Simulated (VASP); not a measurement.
# TiO2 (P2_1/c) in VASP: notebook, part 3 of 3

VASP 6.6.1. The steps go on from the part before.

## 5. Single point, LDA

This run uses another cell than the first one, of 9.26 Å³/atom.

File INCAR:

```
PREC     = Accurate       # precision mode
ENCUT    = 600            # plane-wave cutoff, eV
EDIFF    = 1E-6           # SCF threshold, eV
ISMEAR   = -1             # smearing method
SIGMA    = 0.05           # smearing width, eV
LREAL    = False          # projectors in reciprocal space
LASPH    = True           # aspherical terms in the spheres
NELM     = 120            # most SCF steps
ALGO     = Normal         # electronic algorithm
ISIF     = 2              # what is computed and relaxed
LWAVE    = False          # write WAVECAR
LCHARG   = False          # write CHGCAR
NBANDS   = 60             # bands
GGA_COMPAT= False
```

File KPOINTS:

```
regular mesh
0
Gamma
  6 6 6
```

File POSCAR:

```
TiO2
1.0
    4.7304391590      0.0000000000     -0.0067193274
    0.0000000000      4.8212050308      0.0000000000
   -0.8550708493      0.0000000000      4.8717621148
Ti O
4 8
Direct
    0.2796027546      0.0538758720      0.2125492546
    0.7203972454      0.5538758720      0.2874507454
    0.7203972454      0.9461241280      0.7874507454
    0.2796027546      0.4461241280      0.7125492546
    0.0665364465      0.1688247811      0.8431608551
    0.9334635535      0.6688247811      0.6568391449
    0.9334635535      0.8311752189      0.1568391449
    0.0665364465      0.3311752189      0.3431608551
    0.4415966285      0.7587770073      0.4733641291
    0.5584033715      0.2587770073      0.0266358709
    0.5584033715      0.2412229927      0.5266358709
    0.4415966285      0.7412229927      0.9733641291
```

Potentials or basis: VASP PAW LDA potentials, release 64 (Ti_sv, O).

On the command line:

```bash
$ cat potpaw_LDA.64/Ti_sv/POTCAR potpaw_LDA.64/O/POTCAR > POTCAR
$ mpirun -np 1 vasp_std > vasp.out
```

OUTCAR:

```text
PREC = Accurate
   ENCUT = 600
   EDIFF = 1E-6
   ISMEAR = -1
   LREAL = False
   LASPH = True
   NELM = 120
   ISIF = 2

 ion  position               nearest neighbor table
   1  0.280  0.054  0.213-   8 1.86   7 1.94   9 1.98  10 2.00   5 2.00  11 2.06  12 2.14
   2  0.720  0.554  0.287-   7 1.86   8 1.94  10 1.98   9 2.00   6 2.00  12 2.06  11 2.14
   3  0.720  0.946  0.787-   6 1.86   5 1.94  11 1.98  12 2.00   7 2.00   9 2.06  10 2.14
   4  0.280  0.446  0.713-   5 1.86   6 1.94  12 1.98  11 2.00   8 2.00  10 2.06   9 2.14
   5  0.067  0.169  0.843-   4 1.86   3 1.94   1 2.00
   6  0.933  0.669  0.657-   3 1.86   4 1.94   2 2.00
   7  0.933  0.831  0.157-   2 1.86   1 1.94   3 2.00
   8  0.067  0.331  0.343-   1 1.86   2 1.94   4 2.00
   9  0.442  0.759  0.473-   1 1.98   2 2.00   3 2.06   4 2.14
  10  0.558  0.259  0.027-   2 1.98   1 2.00   4 2.06   3 2.14
  11  0.558  0.241  0.527-   3 1.98   4 2.00   1 2.06   2 2.14
  12  0.442  0.741  0.973-   4 1.98   3 2.00   2 2.06   1 2.14

  LATTYP: Found a simple monoclinic cell.
 ALAT       =     4.7304439312
 B/A-ratio  =     1.0191865924
 C/A-ratio  =     1.0456169018
 COS(beta)  =    -0.1742720573

  Lattice vectors:

[... 1718 lines left out ...]

 [... further k-points ...]

------------------------ aborting loop because EDIFF is reached ----------------------------------------

  FORCE on cell =-STRESS in cart. coord.  units (eV):
  Direction    XX          YY          ZZ          XY          YZ          ZX
  --------------------------------------------------------------------------------------
  -------------------------------------------------------------------------------------
  Total        0.8861348      0.8748820      0.7624037      0.0000000      0.0000000      0.0321707
  in kB       12.7813149     12.6190075     10.9966587      0.0000000      0.0000000      0.4640197
  external PRESSURE =      12.1323270 kB  Pullay stress =       0.0000000 kB

 VOLUME and BASIS-vectors are now :
 -----------------------------------------------------------------------------
  energy-cutoff  :      600.00
  volume of cell :      111.08
      direct lattice vectors                 reciprocal lattice vectors
     4.730439159  0.000000000 -0.006719327     0.211449580  0.000000000  0.037112726
     0.000000000  4.821205031  0.000000000     0.000000000  0.207417024  0.000000000
    -0.855070849  0.000000000  4.871762115     0.000291640  0.000000000  0.205315725

 POSITION                                       TOTAL-FORCE (eV/Angst)
 -----------------------------------------------------------------------------------
      1.14090      0.25975      1.03361         0.051871     -0.057582     -0.007549
      3.16200      2.67035      1.39555        -0.051871     -0.057582      0.007549
      2.73447      4.56146      3.83143        -0.051871      0.057582      0.007549
      0.71336      2.15086      3.46949         0.051871      0.057582     -0.007549
     -0.40622      0.81394      4.10723        -0.035241     -0.028884     -0.003872
      3.85405      3.22454      3.19369         0.035241     -0.028884      0.003872
      4.28158      4.00727      0.75781         0.035241      0.028884      0.003872
      0.02132      1.59666      1.67135        -0.035241      0.028884     -0.003872
      1.68419      3.65822      2.30315        -0.039248     -0.013073      0.020590
      2.61872      1.24762      0.12601         0.039248     -0.013073     -0.020590
      2.19118      1.16299      2.56189         0.039248      0.013073     -0.020590
      1.25665      3.57359      4.73903        -0.039248      0.013073      0.020590
 -----------------------------------------------------------------------------------
    total drift:                               -0.000000     -0.000000     -0.000000

  FREE ENERGIE OF THE ION-ELECTRON SYSTEM (eV)
  ---------------------------------------------------
  free  energy   TOTEN  =      -117.7340342100 eV

  energy  without entropy=     -117.7340342100  energy(sigma->0) =     -117.73403421
```

It took 7.2 min on 1 thread of Intel Xeon 6975P-C (Granite Rapids), shared host; peak memory 0.53 GiB.

What came out:

* Free energy: -117.7340 eV
* Pressure: 1.2 GPa
* Largest force: 0.078 eV/Å
* Band gap on the k mesh: 2.18 eV (least direct gap 2.26 eV)

Forces on the atoms (eV/Å):
```
Ti   0.052 -0.058 -0.008
Ti  -0.052 -0.058  0.008
Ti  -0.052  0.058  0.008
Ti   0.052  0.058 -0.008
O   -0.035 -0.029 -0.004
O    0.035 -0.029  0.004
O    0.035  0.029  0.004
O   -0.035  0.029 -0.004
O   -0.039 -0.013  0.021
O    0.039 -0.013 -0.021
O    0.039  0.013 -0.021
O   -0.039  0.013  0.021
```

Levels at points of the mesh, in eV from the valence-band top:
| k point | band 45 | band 46 | band 47 | band 48 | band 49 | band 50 | band 51 | band 52 |
| --- | --- | --- | --- | --- | --- | --- | --- | --- |
| (0.00, 0.00, 0.00) | -0.71 | -0.66 | 0.00 | 0.00 | 2.43 | 2.47 | 2.97 | 3.04 |
| (0.50, 0.00, 0.00) | -0.90 | -0.82 | -0.48 | -0.10 | 2.18 | 2.89 | 2.96 | 3.05 |
| (0.00, 0.50, 0.00) | -1.04 | -1.04 | -0.43 | -0.43 | 2.85 | 2.85 | 3.23 | 3.23 |
| (0.50, 0.50, 0.00) | -1.08 | -1.08 | -0.83 | -0.83 | 2.75 | 2.75 | 2.95 | 2.95 |
| (0.00, 0.00, 0.50) | -1.20 | -1.20 | -0.44 | -0.44 | 2.65 | 2.65 | 2.84 | 2.84 |
| (0.50, 0.00, 0.50) | -1.24 | -1.24 | -0.62 | -0.62 | 2.31 | 2.31 | 3.31 | 3.31 |
| (0.00, 0.50, 0.50) | -1.17 | -1.17 | -0.85 | -0.85 | 2.66 | 2.66 | 2.79 | 2.79 |
| (0.50, 0.50, 0.50) | -1.29 | -1.29 | -0.96 | -0.96 | 2.54 | 2.54 | 2.94 | 2.94 |

## 6. Single point, LDA+U

This run uses another cell than the first one, of 9.70 Å³/atom.

File INCAR:

```
SYSTEM = TiO2
  PREC = Accurate
  ENCUT = 600
  EDIFF = 1E-6
  ISMEAR = -1
  SIGMA = 0.05
  LREAL = .False.
  LASPH = .True.
  NELM = 200
  ALGO = Normal
  ISIF = 2
  LWAVE = .False.
  LCHARG = .False.
  LMAXMIX = 4
  LDAU = .True.
  LDAUTYPE = 2
  LDAUL = 2 -1
  LDAUU = 6 0
  LDAUJ = 0 0
  LDAUPRINT = 1
  GGA = CA
  NBANDS = 60
  GGA_COMPAT = .False.
  KPAR = 4
```

File KPOINTS:

```
Automatic mesh
0
Gamma
  6 6 6
  0 0 0
```

File POSCAR:

```
TiO2
1.0
    4.8126997814      0.0000000000      0.0000000000
    0.0000000000      4.8718844600      0.0000000000
   -0.8628854487      0.0000000000      4.9665942755
Ti O
4 8
Direct
    0.2774352600      0.0528083600      0.2131482700
    0.7225647400      0.5528083600      0.2868517300
    0.7225647400      0.9471916400      0.7868517300
    0.2774352600      0.4471916400      0.7131482700
    0.0638382200      0.1769655200      0.8515567400
    0.9361617800      0.6769655200      0.6484432600
    0.9361617800      0.8230344800      0.1484432600
    0.0638382200      0.3230344800      0.3515567400
    0.4453609900      0.7576317400      0.4667718600
    0.5546390100      0.2576317400      0.0332281400
    0.5546390100      0.2423682600      0.5332281400
    0.4453609900      0.7423682600      0.9667718600
```

Potentials or basis: VASP PAW LDA potentials, release 64 (Ti_sv, O).

On the command line:

```bash
$ cat potpaw_LDA.64/Ti_sv/POTCAR potpaw_LDA.64/O/POTCAR > POTCAR
$ mpirun -np 4 vasp_std > vasp.out
```

OUTCAR:

```text
SYSTEM = TiO2
   PREC = Accurate
   ENCUT = 600
   EDIFF = 1E-6
   ISMEAR = -1
   LREAL = .False.
   LASPH = .True.
   NELM = 200
   ISIF = 2
   GGA = CA

 ion  position               nearest neighbor table
   1  0.277  0.053  0.213-   8 1.88   7 1.97   9 2.00  10 2.00   5 2.03  11 2.12  12 2.20
   2  0.723  0.553  0.287-   7 1.88   8 1.97  10 2.00   9 2.00   6 2.03  12 2.12  11 2.20
   3  0.723  0.947  0.787-   6 1.88   5 1.97  11 2.00  12 2.00   7 2.03   9 2.12  10 2.20
   4  0.277  0.447  0.713-   5 1.88   6 1.97  12 2.00  11 2.00   8 2.03  10 2.12   9 2.20
   5  0.064  0.177  0.852-   4 1.88   3 1.97   1 2.03
[... 1885 lines left out ...]
  energy-cutoff  :      600.00
  volume of cell :      116.45
      direct lattice vectors                 reciprocal lattice vectors
     4.812699781  0.000000000  0.000000000     0.207783582  0.000000000  0.036099874
     0.000000000  4.871884460  0.000000000     0.000000000  0.205259383  0.000000000
    -0.862885449  0.000000000  4.966594276     0.000000000  0.000000000  0.201345217

 POSITION                                       TOTAL-FORCE (eV/Angst)
 -----------------------------------------------------------------------------------
      1.15129      0.25728      1.05862         0.106554     -0.549541     -0.447329
      3.22997      2.69322      1.42468        -0.106554     -0.549541      0.447329
      2.79852      4.61461      3.90797        -0.106554      0.549541      0.447329
      0.71985      2.17867      3.54192         0.106554      0.549541     -0.447329
     -0.42756      0.86216      4.22934        -0.147431     -0.243219      0.188704
      3.94593      3.29810      3.22055         0.147431     -0.243219     -0.188704
      4.37738      4.00973      0.73726         0.147431      0.243219     -0.188704
      0.00388      1.57379      1.74604        -0.147431      0.243219      0.188704
      1.74062      3.69109      2.31827        -0.173532     -0.087936      0.282280
      2.64064      1.25515      0.16503         0.173532     -0.087936     -0.282280
      2.20920      1.18079      2.64833         0.173532      0.087936     -0.282280
      1.30918      3.61673      4.80156        -0.173532      0.087936      0.282280
 -----------------------------------------------------------------------------------
    total drift:                               -0.000000     -0.000000      0.000000

  FREE ENERGIE OF THE ION-ELECTRON SYSTEM (eV)
  ---------------------------------------------------
  free  energy   TOTEN  =      -101.1088845331 eV

  energy  without entropy=     -101.1088845331  energy(sigma->0) =     -101.10888453
```

stdout:

```text
POSCAR found type information on POSCAR TiO
 POSCAR found :  2 types and      12 ions
 scaLAPACK will be used
 LDA part: xc-table for (Slater(with rela. corr.)+CA(PZ))
 , standard interpolation
 POSCAR, INCAR and KPOINTS ok, starting setup
 FFT: planning ... GRIDC
 FFT: planning ... GRID_SOFT
 FFT: planning ... GRID
 WAVECAR not read
 entering main loop
```

It took 7.4 min on 4 MPI ranks of Intel Xeon Platinum 8488C (Sapphire Rapids), shared host; peak memory 0.53 GiB.

Results:

```yaml
Free_energy: -101.1089 eV
Pressure: 4.0 GPa
Largest_force: 0.717 eV/Å
Band_gap_on_the_k_mesh: 2.90 eV (least direct gap 2.98 eV)
```

Forces on the atoms (eV/Å):
```
Ti   0.107 -0.550 -0.447
Ti  -0.107 -0.550  0.447
Ti  -0.107  0.550  0.447
Ti   0.107  0.550 -0.447
O   -0.147 -0.243  0.189
O    0.147 -0.243 -0.189
O    0.147  0.243 -0.189
O   -0.147  0.243  0.189
O   -0.174 -0.088  0.282
O    0.174 -0.088 -0.282
O    0.174  0.088 -0.282
O   -0.174  0.088  0.282
```

Eigenvalues of the final occupation matrices:
```
    site  spin  trace               eigenvalues
site 1 d     1   0.79  0.08 0.11 0.16 0.22 0.23
site 1 d     2   0.79  0.08 0.11 0.16 0.22 0.23
site 2 d     1   0.79  0.08 0.11 0.16 0.22 0.23
site 2 d     2   0.79  0.08 0.11 0.16 0.22 0.23
site 3 d     1   0.79  0.08 0.11 0.16 0.22 0.23
site 3 d     2   0.79  0.08 0.11 0.16 0.22 0.23
site 4 d     1   0.79  0.08 0.11 0.16 0.22 0.23
site 4 d     2   0.79  0.08 0.11 0.16 0.22 0.23
```

Caveat: the cell stands under pressure.

## 7. The runs side by side

| level | potentials or basis | U | cell | k mesh | cutoff (eV) | gap on the mesh (eV) | pressure (GPa) | largest force (eV/Å) |
| --- | --- | --- | --- | --- | --- | --- | --- | --- |
| PBE | VASP PAW PBE potentials, release 64 (Ti_sv, O) | - | a = 4.568, b = 4.852, c = 4.706 Å, angles 90.0, 98.0, 90.0°, 12 atoms, atomic positions A | 5 × 5 × 5 | 520 | 2.48 | 31.0 | 0.03 |
| LDA+U | VASP PAW LDA potentials, release 64 (Ti_sv, O) | Ti d U = 4.0 eV | a = 4.813, b = 4.872, c = 5.041 Å, angles 90.0, 99.9, 90.0°, 12 atoms, atomic positions B | 6 × 6 × 6 | 600 | 2.65 | -0.7 | 0.43 |
| PBEsol | VASP PAW PBE potentials, release 64 (Ti_sv, O) | - | a = 4.781, b = 4.861, c = 5.002 Å, angles 90.0, 100.1, 90.0°, 12 atoms, atomic positions C | 6 × 6 × 6 | 520 | 2.23 | 0.8 | 0.05 |
| LDA | VASP PAW LDA potentials, release 64 (Ti_sv, O) | - | a = 4.730, b = 4.821, c = 4.946 Å, angles 90.0, 100.0, 90.0°, 12 atoms, atomic positions D | 6 × 6 × 6 | 600 | 2.18 | 1.2 | 0.08 |
| LDA+U | VASP PAW LDA potentials, release 64 (Ti_sv, O) | Ti d U = 6.0 eV | a = 4.813, b = 4.872, c = 5.041 Å, angles 90.0, 99.9, 90.0°, 12 atoms, atomic positions B | 6 × 6 × 6 | 600 | 2.90 | 4.0 | 0.72 |

Alike in all rows: task single point; no spin polarisation; smearing fermi-dirac 0.05 eV.

Caveats: the cell stands under pressure (at least some runs); an odd mesh through Γ misses points on the zone boundary, where band edges can lie (at least some runs); the PAW data sets were made with another functional, which shifts forces and pressure a little (at least some runs).

Total energies depend on the potentials used, so only differences within one code and one set of settings carry meaning.
